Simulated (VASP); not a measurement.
# Nb in VASP: a series of runs, part 2 of 2

VASP 6.6.1.

## Step 3: Single point, PBEsol

File INCAR:

```
SYSTEM = Nb
  PREC = Accurate
  ENCUT = 500
  EDIFF = 1E-6
  ISMEAR = -1
  SIGMA = 0.05
  LREAL = .FALSE.
  LASPH = .TRUE.
  NELM = 120
  ALGO = Normal
  ISIF = 2
  LWAVE = .FALSE.
  LCHARG = .TRUE.
  GGA = PS
  LELF = .TRUE.
  LVHAR = .TRUE.
  NBANDS = 12
  GGA_COMPAT = .FALSE.
```

File KPOINTS:

```
Automatic mesh
0
G
  11 11 11
  0 0 0
```

File POSCAR:

```
Nb
1.0
   -1.6475560041      1.6475560041      1.6972290000
    1.6475560041     -1.6475560041      1.6972290000
    1.6475560041      1.6475560041     -1.6972290000
Nb
1
Direct
    0.0000000000      0.0000000000      0.0000000000
```

Potentials or basis: VASP PAW PBE potentials, release 64 (Nb_sv).

On the command line:

```bash
> cat potpaw_PBE.64/Nb_sv/POTCAR > POTCAR
> mpirun -np 1 vasp_std > vasp.out
```

OUTCAR:

```text
SYSTEM = Nb
   PREC = Accurate
   ENCUT = 500
   EDIFF = 1E-6
   ISMEAR = -1
   LREAL = .FALSE.
   LASPH = .TRUE.
   NELM = 120
   ISIF = 2
   GGA = PS

 ion  position               nearest neighbor table
   1  0.000  0.000  0.000-

  LATTYP: Found a body centered tetragonal cell.
 ALAT       =     3.2951120082
 C/A-ratio  =     1.0301495037

  Lattice vectors:

 A1 = (  -1.6475560041,   1.6475560041,   1.6972290000)
 A2 = (   1.6475560041,  -1.6475560041,   1.6972290000)
 A3 = (   1.6475560041,   1.6475560041,  -1.6972290000)

Analysis of symmetry for initial positions (statically):
=====================================================================
 Subroutine PRICEL returns:
 Original cell was already a primitive cell.

 Routine SETGRP: Setting up the symmetry group for a
 body centered tetragonal supercell.

 Subroutine GETGRP returns: Found 16 space group operations
 (whereof 16 operations were pure point group operations)
 out of a pool of 16 trial point group operations.

The static configuration has the point symmetry D_4h.

Analysis of symmetry for dynamics (positions and initial velocities):
=====================================================================
 Subroutine PRICEL returns:
 Original cell was already a primitive cell.

 Routine SETGRP: Setting up the symmetry group for a
 body centered tetragonal supercell.

 Subroutine GETGRP returns: Found 16 space group operations
 (whereof 16 operations were pure point group operations)
 out of a pool of 16 trial point group operations.

The dynamic configuration has the point symmetry D_4h.

 Subroutine INISYM returns: Found 16 space group operations
 (whereof 16 operations are pure point group operations),
 and found     1 'primitive' translations

----------------------------------------------------------------------------------------

                                     Primitive cell

  volume of cell :      18.4281

  direct lattice vectors                    reciprocal lattice vectors
    -1.647556004  1.647556004  1.697229000     0.000000000  0.303479820  0.294597842
     1.647556004 -1.647556004  1.697229000     0.303479820  0.000000000  0.294597842
     1.647556004  1.647556004 -1.697229000     0.303479820  0.303479820  0.000000000

  length of vectors
     2.882614760  2.882614760  2.882614760     0.422951403  0.422951403  0.429185278

  position of ions in fractional coordinates (direct lattice)
     0.000000000  0.000000000  0.000000000

  ion indices of the primitive-cell ions
   primitive index   ion index
                 1           1

----------------------------------------------------------------------------------------

 KPOINTS: Automatic mesh

Automatic generation of k-mesh.
 Grid dimensions read from file:
 generate k-points for:   11   11   11

 Generating k-lattice:

  Cartesian coordinates                     Fractional coordinates (reciprocal lattice)
     0.000000000  0.027589075  0.026781622     0.090909091  0.000000000  0.000000000
     0.027589075  0.000000000  0.026781622     0.000000000  0.090909091  0.000000000
     0.027589075  0.027589075  0.000000000     0.000000000  0.000000000  0.090909091

  Length of vectors
     0.038450128  0.038450128  0.039016843

  Shift w.r.t. Gamma in fractional coordinates (k-lattice)
     0.000000000  0.000000000  0.000000000

 Subroutine IBZKPT returns following result:
 ===========================================

 Found    126 irreducible k-points:

 Following reciprocal coordinates:
            Coordinates               Weight
  0.000000  0.000000  0.000000      1.000000
  0.090909  0.000000 -0.000000      8.000000
  0.181818  0.000000 -0.000000      8.000000
  0.272727  0.000000  0.000000      8.000000
  0.363636 -0.000000  0.000000      8.000000
  0.454545  0.000000 -0.000000      8.000000
[... 16 lines left out ...]
 -0.272727  0.181818 -0.000000     16.000000
 -0.181818  0.181818  0.000000      4.000000
 [... further k-points ...]
   k-points           NKPTS =    126   k-points in BZ     NKDIM =    126   number of bands    NBANDS=     12
   number of dos      NEDOS =    301   number of ions     NIONS =      1
   total plane-waves  NPLWV =  13824
   dimension x,y,z NGX =    24 NGY =   24 NGZ =   24
   dimension x,y,z NGXF=    48 NGYF=   48 NGZF=   48
   ions per type =               1
   NGX,Y,Z   is equivalent  to a cutoff of  13.84, 13.84, 13.84 a.u.
   NGXF,Y,Z  is equivalent  to a cutoff of  27.68, 27.68, 27.68 a.u.
 SYSTEM =  Nb
   PREC   = accura    normal or accurate (medium, high low for compatibility)
   ISTART =      0    job   : 0-new  1-cont  2-samecut
   ICHARG =      2    charge: 1-file 2-atom 10-const
   ISPIN  =      1    spin polarized calculation?
   LNONCOLLINEAR =      F non collinear calculations
   LSORBIT =      F    spin-orbit coupling
   LASPH  =      T    aspherical Exc in radial PAW
   ENCUT  =  500.0 eV  36.75 Ry    6.06 a.u.   5.26  5.26  5.26*2*pi/ulx,y,z
   NELM   =    120;   NELMIN=  2; NELMDL= -5     # of ELM steps
   EDIFF  = 0.1E-05   stopping-criterion for ELM
   LREAL  =      F    real-space projection
   EDIFFG = 0.1E-04   stopping-criterion for IOM
   NSW    =      0    number of steps for IOM
   IBRION =     -1    ionic relax: 0-MD 1-quasi-New 2-CG
   NFREE  =      0    steps in history (QN), initial steepest desc. (CG)
   ISIF   =      2    stress and relaxation
   ISYM   =      2    0-nonsym 1-usesym 2-fastsym
   POTIM  = 0.5000    time-step for ionic-motion
   TEBEG  =    0.0;   TEEND  =   0.0 temperature during run
   PSTRESS=    0.0 pullay stress
   NELECT =      13.0000    total number of electrons
   NUPDOWN=      -1.0000    fix difference up-down
   EMIN   =  10.00;   EMAX   =-10.00  energy-range for DOS
   EFERMI =   0.00;   METHOD = LEGACY
   ISMEAR =    -1;   SIGMA  =   0.05  broadening in eV -4-tet -1-fermi 0-gaus
   EFERMI_NEDOS =   21; number of points for ismear=-14 and -15
   IALGO  =     38    algorithm
   IMIX   =      4    mixing-type and parameters
     AMIX     =   0.40;   BMIX     =  1.00
     AMIX_MAG =   1.60;   BMIX_MAG =  1.00
  volume/ion in A,a.u.               =      18.43       124.36
  Fermi-wavevector in a.u.,A,eV,Ry     =   1.457345  2.753983 28.896790  2.123854
  Thomas-Fermi vector in A             =   2.574157
   LORBIT       =      0    0 simple, 1 ext, 2 COOP (PROOUT), +10 PAW based schemes
   GGA     = PS    functional components
   LHFCALC =     F    Hartree Fock is set to
   AEXX    =    0.0000 exact exchange contribution
   IVDW    =     0    specifies the selected vdW correction
   LEPSILON=     F    determine dielectric tensor
   LRPA    =     F    only Hartree local field effects (RPA)
 non-spin polarized calculation
  energy-cutoff  :      500.00
  volume of cell :       18.43
 maximum number of plane-waves:       478
 NGX is ok and might be reduce to    24
   NGX = 11   NGY = 11   NGZ = 11

 number of electron      13.0000000 magnetization

 Free energy of the ion-electron system (eV)
  ---------------------------------------------------
  ext. energy  EPLUGINS =         0.00000000
  ---------------------------------------------------
  free energy    TOTEN  =       -10.92388755 eV

  energy without entropy =      -10.91018791  energy(sigma->0) =      -10.91703773

 E-fermi :  10.6979     XC(G=0): -12.5128

 val. band max:       10.6818699787   @ k =   0.0909   0.0909  -0.0000
 cond. band min:      10.7206768033   @ k =   0.0909   0.0909  -0.0000
 fundamental gap:      0.0388068246
 Fermi energy:        10.6979495888

 k-point     1 :       0.0000    0.0000    0.0000
  band No.  band energies     occupation
      1     -43.5837      2.00000
      2     -18.9461      2.00000
      3     -18.9461      2.00000
      4     -18.9452      2.00000
      5       4.7987      2.00000
      6      10.9971      0.00503
      7      10.9971      0.00503
      8      11.3104      0.00001
      9      13.7075      0.00000
     10      14.1298      0.00000
     11      24.5509      0.00000
     12      25.0556      0.00000
[... 331 lines left out ...]
 k-point    24 :      -0.1818    0.1818    0.0000
  band No.  band energies     occupation
      1     -43.5175      2.00000
      2     -19.3370      2.00000
      3     -19.0721      2.00000
      4     -18.9555      2.00000
      5       6.0157      2.00000
      6      10.2642      1.99966
      7      10.9058      0.03081
      8      12.2519      0.00000
      9      13.5677      0.00000
     10      13.8421      0.00000
     11      25.6097      0.00000
     12      26.7840      0.00000

 [... further k-points ...]

------------------------ aborting loop because EDIFF is reached ----------------------------------------

  FORCE on cell =-STRESS in cart. coord.  units (eV):
  Direction    XX          YY          ZZ          XY          YZ          ZX
  --------------------------------------------------------------------------------------
  -------------------------------------------------------------------------------------
  Total       -0.8211371     -0.8211371     -1.1571957      0.0000000      0.0000000      0.0000000
  in kB      -71.3913279    -71.3913279   -100.6089414      0.0000000      0.0000000      0.0000000
  external PRESSURE =     -81.1305324 kB  Pullay stress =       0.0000000 kB

 VOLUME and BASIS-vectors are now :
 -----------------------------------------------------------------------------
  energy-cutoff  :      500.00
  volume of cell :       18.43
      direct lattice vectors                 reciprocal lattice vectors
    -1.647556004  1.647556004  1.697229000     0.000000000  0.303479820  0.294597842
     1.647556004 -1.647556004  1.697229000     0.303479820  0.000000000  0.294597842
     1.647556004  1.647556004 -1.697229000     0.303479820  0.303479820  0.000000000

 POSITION                                       TOTAL-FORCE (eV/Angst)
 -----------------------------------------------------------------------------------
      0.00000      0.00000      0.00000        -0.000000      0.000000      0.000000
 -----------------------------------------------------------------------------------
    total drift:                                0.000000      0.000000      0.000000

  FREE ENERGIE OF THE ION-ELECTRON SYSTEM (eV)
  ---------------------------------------------------
  free  energy   TOTEN  =       -10.9238875503 eV

  energy  without entropy=      -10.9101879052  energy(sigma->0) =      -10.91703773
```

stdout:

```text
POSCAR found type information on POSCAR Nb
 POSCAR found :  1 types and       1 ions
 scaLAPACK will be used
 -----------------------------------------------------------------------------
|                                                                             |
|                                                                             |
|     You enforced a specific xc type in the INCAR file but a different       |
|     I HOPE YOU KNOW WHAT YOU ARE DOING!                                     |
|                                                                             |
 -----------------------------------------------------------------------------

 LDA part: xc-table for (Slater+PW92), standard interpolation
 POSCAR, INCAR and KPOINTS ok, starting setup
 FFT: planning ... GRIDC
 FFT: planning ... GRID_SOFT
 FFT: planning ... GRID
 WAVECAR not read
 entering main loop
```

Run time: 9 s. Hardware: 1 thread of Intel Xeon 6975P-C (Granite Rapids), shared host; peak memory 0.15 GiB.

What came out:

| Quantity | Value |
| --- | --- |
| Free energy | -10.9239 eV |
| Pressure | -8.1 GPa |

Levels at points of the mesh, in eV from the Fermi level:
```
           k point  band 2  band 3  band 4  band 5  band 6  band 7  band 8  band 9  band 10  band 11
(0.00, 0.00, 0.00)  -29.64  -29.64  -29.64   -5.90    0.30    0.30    0.61    3.01     3.43    13.85
```

Caveat: the PAW data sets were made with another functional, which shifts forces and pressure a little.

## Step 4: Single point, PBEsol

File INCAR:

```
SYSTEM = Nb
PREC = Accurate ; ENCUT = 500
EDIFF = 1E-6 ; ISMEAR = -1
SIGMA = 0.05 ; LREAL = .False.
LASPH = .True. ; NELM = 120
ALGO = Normal ; ISIF = 2
LWAVE = .False. ; LCHARG = .True.
GGA = PS ; LELF = .True.
LVHAR = .True. ; NBANDS = 12
GGA_COMPAT = .False.
```

File KPOINTS:

```
Automatic mesh
0
Gamma
  11 11 11
  0 0 0
```

File POSCAR:

```
Nb
1.0
   -1.6316372153      1.6316372153      1.7305080000
    1.6316372153     -1.6316372153      1.7305080000
    1.6316372153      1.6316372153     -1.7305080000
Nb
1
Direct
    0.0000000000      0.0000000000      0.0000000000
```

On the command line:

```bash
> cat potpaw_PBE.64/Nb_sv/POTCAR > POTCAR
> mpirun -np 1 vasp_std > vasp.out
```

Wall time 8.9 s (1 thread of Intel Xeon 6975P-C (Granite Rapids), shared host); peak memory 0.15 GiB.

Results (log left out):

| Quantity | Value |
| --- | --- |
| Free energy | -10.9138 eV |
| Pressure | -8.1 GPa |

Stress tensor (GPa, compression positive):
```
 -6.16   0.00   0.00
  0.00  -6.16   0.00
  0.00   0.00 -12.06
```

Levels at points of the mesh, in eV from the Fermi level:
| k point | band 2 | band 3 | band 4 | band 5 | band 6 | band 7 | band 8 | band 9 | band 10 | band 11 |
| --- | --- | --- | --- | --- | --- | --- | --- | --- | --- | --- |
| (0.00, 0.00, 0.00) | -29.66 | -29.66 | -29.66 | -5.92 | 0.21 | 0.21 | 0.82 | 2.77 | 3.58 | 13.54 |

Caveat: the PAW data sets were made with another functional, which shifts forces and pressure a little.

## Step 5: Single point, PBE

File INCAR:

```
PREC     = Accurate       # precision mode
ENCUT    = 500            # plane-wave cutoff, eV
EDIFF    = 1E-6           # SCF threshold, eV
ISMEAR   = -1             # smearing method
SIGMA    = 0.05           # smearing width, eV
LREAL    = False          # projectors in reciprocal space
LASPH    = True           # aspherical terms in the spheres
NELM     = 120            # most SCF steps
ALGO     = Normal         # electronic algorithm
ISIF     = 2              # what is computed and relaxed
LWAVE    = False          # write WAVECAR
LCHARG   = False          # write CHGCAR
GGA      = PE             # functional
NBANDS   = 12             # bands
GGA_COMPAT= False
```

File KPOINTS:

```
Automatic mesh
0
Gamma
  18 18 18
```

File POSCAR:

```
Nb
1.0
   -1.6639500000      1.6639500000      1.6639500000
    1.6639500000     -1.6639500000      1.6639500000
    1.6639500000      1.6639500000     -1.6639500000
Nb
1
Direct
    0.0000000000      0.0000000000      0.0000000000
```

On the command line:

```bash
> cat potpaw_PBE.64/Nb_sv/POTCAR > POTCAR
> mpirun -np 1 vasp_std > vasp.out
```

Wall time 13 s (1 thread of Intel Xeon 6975P-C (Granite Rapids), shared host); peak memory 0.16 GiB.

The run converged. Its results:

- Free energy: -10.2199 eV
- Pressure: -2.8 GPa

Levels at points of the mesh, in eV from the Fermi level:
| k point | band 3 | band 4 | band 5 | band 6 | band 7 | band 8 | band 9 | band 10 |
| --- | --- | --- | --- | --- | --- | --- | --- | --- |
| (0.00, 0.00, 0.00) | -29.73 | -29.73 | -5.89 | 0.39 | 0.39 | 0.39 | 3.22 | 3.22 |
| (0.50, 0.00, 0.00) | -30.13 | -29.74 | -3.61 | -1.58 | 2.19 | 3.24 | 3.90 | 6.20 |
| (0.50, 0.50, 0.50) | -30.60 | -30.60 | -3.57 | -3.57 | 5.46 | 5.46 | 5.46 | 8.90 |

## Step 6: Single point, PBE

File INCAR:

```
SYSTEM = Nb
PREC     = Accurate       ! precision mode
ENCUT    = 500            ! plane-wave cutoff, eV
EDIFF    = 1E-6           ! SCF threshold, eV
ISMEAR   = 0              ! smearing method
SIGMA    = 0.025          ! smearing width, eV
LREAL    = .FALSE.        ! projectors in reciprocal space
LASPH    = .TRUE.         ! aspherical terms in the spheres
NELM     = 120            ! most SCF steps
ALGO     = Normal         ! electronic algorithm
ISIF     = 2              ! what is computed and relaxed
LWAVE    = .FALSE.        ! write WAVECAR
LCHARG   = .TRUE.         ! write CHGCAR
GGA      = PE             ! functional
LELF     = .TRUE.         ! ELF
LVHAR    = .TRUE.       
NBANDS   = 12             ! bands
GGA_COMPAT= .FALSE.
```

File KPOINTS:

```
regular mesh
0
G
  11 11 11
  0 0 0
```

POSCAR is that of step 5.

Potentials or basis: VASP PAW PBE potentials, release 64 (Nb_sv).

On the command line:

```bash
> cat potpaw_PBE.64/Nb_sv/POTCAR > POTCAR
> mpirun -np 1 vasp_std > vasp.out
```

OUTCAR:

```text
SYSTEM = Nb
   PREC = Accurate
   ENCUT = 500
   EDIFF = 1E-6
   ISMEAR = 0
   LREAL = .FALSE.
   LASPH = .TRUE.
   NELM = 120
   ISIF = 2
   GGA = PE

 ion  position               nearest neighbor table
   1  0.000  0.000  0.000-

  LATTYP: Found a body centered cubic cell.
 ALAT       =     3.3279000000

  Lattice vectors:

 A1 = (  -1.6639500000,   1.6639500000,   1.6639500000)
 A2 = (   1.6639500000,  -1.6639500000,   1.6639500000)
 A3 = (   1.6639500000,   1.6639500000,  -1.6639500000)
[... 539 lines left out ...]
     12      23.3508      0.00000

 [... further k-points ...]

------------------------ aborting loop because EDIFF is reached ----------------------------------------

  FORCE on cell =-STRESS in cart. coord.  units (eV):
  Direction    XX          YY          ZZ          XY          YZ          ZX
  --------------------------------------------------------------------------------------
  -------------------------------------------------------------------------------------
  Total       -0.2443959     -0.2443959     -0.2443959      0.0000000      0.0000000     -0.0000000
  in kB      -21.2482767    -21.2482767    -21.2482767      0.0000000      0.0000000     -0.0000000
  external PRESSURE =     -21.2482767 kB  Pullay stress =       0.0000000 kB

 VOLUME and BASIS-vectors are now :
 -----------------------------------------------------------------------------
  energy-cutoff  :      500.00
  volume of cell :       18.43
      direct lattice vectors                 reciprocal lattice vectors
    -1.663950000  1.663950000  1.663950000     0.000000000  0.300489798  0.300489798
     1.663950000 -1.663950000  1.663950000     0.300489798  0.000000000  0.300489798
     1.663950000  1.663950000 -1.663950000     0.300489798  0.300489798  0.000000000

 POSITION                                       TOTAL-FORCE (eV/Angst)
 -----------------------------------------------------------------------------------
      0.00000      0.00000      0.00000        -0.000000      0.000000      0.000000
 -----------------------------------------------------------------------------------
    total drift:                               -0.000000      0.000000      0.000000

  FREE ENERGIE OF THE ION-ELECTRON SYSTEM (eV)
  ---------------------------------------------------
  free  energy   TOTEN  =       -10.2062693995 eV

  energy  without entropy=      -10.2054389812  energy(sigma->0) =      -10.20585419
```

It took 12 s on 1 thread of AMD EPYC 9R14, shared host; peak memory 0.11 GiB.

What came out:

| Item | Value |
| --- | --- |
| Free energy | -10.2063 eV |
| Pressure | -2.1 GPa |

Levels at points of the mesh, in eV from the Fermi level:
```csv
k point,band 3,band 4,band 5,band 6,band 7,band 8,band 9,band 10
"(0.00, 0.00, 0.00)",-29.69,-29.69,-5.83,0.43,0.43,0.43,3.27,3.27
```

## Step 7: The runs side by side

```csv
level,cell,k mesh,smearing,gap on the mesh (eV),pressure (GPa)
PBEsol,"a = 2.883 Å, angles 108.7, 108.7, 111.1°, 1 atom",11 × 11 × 11,fermi-dirac 0.05 eV,none,-8.1
PBEsol,"a = 2.883 Å, angles 110.3, 110.3, 107.9°, 1 atom",11 × 11 × 11,fermi-dirac 0.05 eV,none,-8.1
PBEsol,"a = 2.884 Å, angles 111.1, 111.1, 106.3°, 1 atom",11 × 11 × 11,fermi-dirac 0.05 eV,none,-8.1
PBE,"a = 2.882 Å, angles 109.5°, 1 atom",18 × 18 × 18,fermi-dirac 0.05 eV,none,-2.8
PBE,"a = 2.882 Å, angles 109.5°, 1 atom",11 × 11 × 11,gaussian 0.025 eV,none,-2.1
```

Alike in all rows: task single point; potentials or basis VASP PAW PBE potentials, release 64 (Nb_sv); no spin polarisation; cutoff (eV) 500.

Caveats: the PAW data sets were made with another functional, which shifts forces and pressure a little (some runs).

Total energies depend on the potentials used, so only differences within one code and one set of settings carry meaning.
